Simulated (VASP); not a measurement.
Crystal: Al5Cu.

```xyz
6
Lattice="2.8286 0.0000 0.0000 0.0000 2.8286 0.0000 0.0000 0.0000 11.6624" Properties=species:S:1:pos:R:3 pbc="T T T"
Al    0.0000    0.0000    9.6036
Al    1.4143    1.4143    0.0000
Al    0.0000    0.0000    2.0588
Al    1.4143    1.4143    4.1378
Al    1.4143    1.4143    7.5246
Cu    0.0000    0.0000    5.8312
```

Base run:

```yaml
Program: VASP 6.6.1
Functional: PBE
Potentials_or_basis: VASP PAW PBE potentials, release 64 (Al, Cu)
Cutoff: 520 eV
k_mesh: 14 × 14 × 4
Occupations: gaussian, width 0.1 eV
Spin: no spin polarisation
```

Its results: band gap on the k mesh zero (bands 13 and 14 overlap by 6.89 eV); pressure -0.1 GPa; largest force 0.023 eV/Å.

Q: The run is repeated on the same cell with these changes: functional from PBE to PBEsol. What comes out?

A: Band gap on the k mesh zero (bands 13 and 14 overlap by 6.87 eV); pressure -2.3 GPa; largest force 0.118 eV/Å.

PBEsol binds more tightly than PBE, so the same cell stands under less pressure.

Caveats: the PAW data sets were made with another functional, which shifts forces and pressure a little (at least some runs).
